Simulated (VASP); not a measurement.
Set up this calculation in VASP 6.6.1, as the native input.

| Quantity | Value |
| --- | --- |
| Task | electric field gradients |
| Functional | LDA |
| Potentials or basis | VASP PAW LDA potentials, release 64 (Na_pv, F) |
| Cutoff | 520 eV |
| k mesh | 10 × 10 × 10 |
| Occupations | fermi-dirac, width 0.02 eV |
| Spin | no spin polarisation |
| Dipole correction | no |
| Further INCAR settings | ALGO = Normal; EDIFF = 1e-08; NBANDS = 14 |

The structure of NaF lies in POSCAR:

```
NaF
1.0
    0.0000000000      2.3688664703      2.3688664703
    2.3688664703      0.0000000000      2.3688664703
    2.3688664703      2.3688664703      0.0000000000
Na F
1 1
Direct
    0.0000000000      0.0000000000      0.0000000000
    0.5000000000      0.5000000000      0.5000000000
```

This cell differs from its parent crystal: volume scaled by 1.06.

The input as run:

INCAR

```
SYSTEM = NaF
PREC = Accurate ; ENCUT = 520
EDIFF = 1E-8 ; ISMEAR = -1
SIGMA = 0.02 ; LREAL = .FALSE.
LASPH = .TRUE. ; NELM = 60
ALGO = Normal ; ISIF = 2
LWAVE = .FALSE. ; LCHARG = .FALSE.
LEFG = .TRUE. ; NBANDS = 14
```

KPOINTS

```
Automatic mesh
0
G
  10 10 10
  0 0 0
```

Potentials or basis: VASP PAW LDA potentials, release 64 (Na_pv, F).

Launch:

```sh
$ cat potpaw_LDA.64/Na_pv/POTCAR potpaw_LDA.64/F/POTCAR > POTCAR
$ mpirun -np 1 vasp_std > vasp.out
```

It gave:

```yaml
Pressure: -6.7 GPa
Band_gap_on_the_k_mesh: 5.62 eV, direct
```

Caveat: without QUAD_EFG the Cq values of the log hold for a quadrupole moment of 1 mb, not for the nuclei.

Run time: 8.8 s on 1 thread of Intel(R) Xeon(R) 6975P-C (Granite Rapids), on a shared host, peak memory 0.13 GiB.
